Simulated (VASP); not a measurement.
Here is a VASP 6.6.1 calculation.

File INCAR:

```
SYSTEM = ZnSe
PREC = Accurate
ENCUT = 600
EDIFF = 1E-6
ISMEAR = -1
SIGMA = 0.05
LREAL = .False.
LASPH = .True.
NELM = 100
ALGO = Normal
ISIF = 3
LWAVE = .False.
LCHARG = .False.
GGA = B5
ALDAX = 1.0
AGGAX = 1.0
AGGAC = 1.0
ALDAC = 0.0
IVDW = 13
VDW_S6 = 1.0
VDW_S8 = 2.34076671
VDW_A1 = 0.44488865
VDW_A2 = 4.0933009
IBRION = 2
NSW = 60
EDIFFG = -0.01
```

The input KPOINTS:

```
Automatic mesh
0
Gamma
  8 8 8
  0 0 0
```

The input POSCAR:

```
ZnSe
1.0
    0.0000000000      2.8338000000      2.8338000000
    2.8338000000      0.0000000000      2.8338000000
    2.8338000000      2.8338000000      0.0000000000
Se Zn
1 1
Direct
    0.7500000000      0.7500000000      0.7500000000
    0.0000000000      0.0000000000      0.0000000000
```

Potentials or basis: VASP PAW PBE potentials, release 64 (Se, Zn).

Run with:

```console
$ cat potpaw_PBE.64/Se/POTCAR potpaw_PBE.64/Zn/POTCAR > POTCAR
$ mpirun -np 1 vasp_std > vasp.out
```

(1) What does it give for the relaxed cell?

(2) What does it give for the relaxed volume?

Answers

(1) a = 4.028 Å, b = 4.028 Å, c = 4.028 Å, α = 60.00°, β = 60.00°, γ = 60.00°.

(2) 23.10 Å³/atom.

Caveat: the PAW data sets were made with another functional, which shifts forces and pressure a little.
